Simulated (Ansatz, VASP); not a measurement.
## One calculation of Pb, two programs

Contents of INCAR:

```
SYSTEM = Pb
  PREC = Accurate
  ENCUT = 500
  EDIFF = 1E-6
  ISMEAR = 0
  SIGMA = 0.1
  LREAL = .False.
  LASPH = .True.
  NELM = 120
  ALGO = Normal
  ISIF = 2
  LWAVE = .False.
  LCHARG = .False.
  GGA = PE
  NBANDS = 13
  GGA_COMPAT = .False.
```

KPOINTS

```
regular mesh
0
Gamma
  6 6 6
  0 0 0
```

File POSCAR:

```
Pb
1.0
    3.0871524190      0.0000000000      0.0000000000
   -1.5435762096      2.6735524202      0.0000000000
    0.0000000000      0.0000000000      2.9055094532
Pb
1
Direct
    0.0000000000      0.0000000000      0.0000000000
```

Input for Ansatz:

```yaml
crystal:
  lattice:
    - [3.087152419, 0.0, 0.0]
    - [-1.5435762096, 2.6735524202, 0.0]
    - [0.0, 0.0, 2.9055094532]
  atoms:
    - { symbol: Pb, position: [0.0, 0.0, 0.0] }
basis:
  ecutwfc: 420
kpoints:
  mp_grid: { grid: [6, 6, 6] }
hamiltonian:
  xc: pbe
scf:
  occupations: { method: gaussian, width: 0.1 }
output:
  forces: true
  stress: true
  eigenvalues: true
```

Alike in both runs: task single point; functional PBE; k mesh 6 × 6 × 6; occupations gaussian, width 0.1 eV; no spin polarisation.

|  | VASP | Ansatz |
| --- | --- | --- |
| version | VASP 6.6.1 | Ansatz 0.2.0 |
| potentials or method | VASP PAW PBE potentials, release 64 (Pb_d), cutoff 500 eV | scalar-relativistic, plane waves, PAW |
| valence electrons in the cell | 14 | 14 |

```csv
,VASP,Ansatz,Ansatz less VASP
gap on the k mesh at the Fermi level (eV),none,none,-
pressure (GPa),26.7,26.8,+0.10
"traceless stress, the component that is largest in VASP (GPa)",6.53,6.50,-0.038
```

A gap of «none» marks a metal or a gap that the smearing closes. With one functional, cell and mesh, what is left measures potentials, basis and numerics.

The k mesh is coarse, so the values compare programs but aren't converged. Spin-orbit coupling is off throughout.
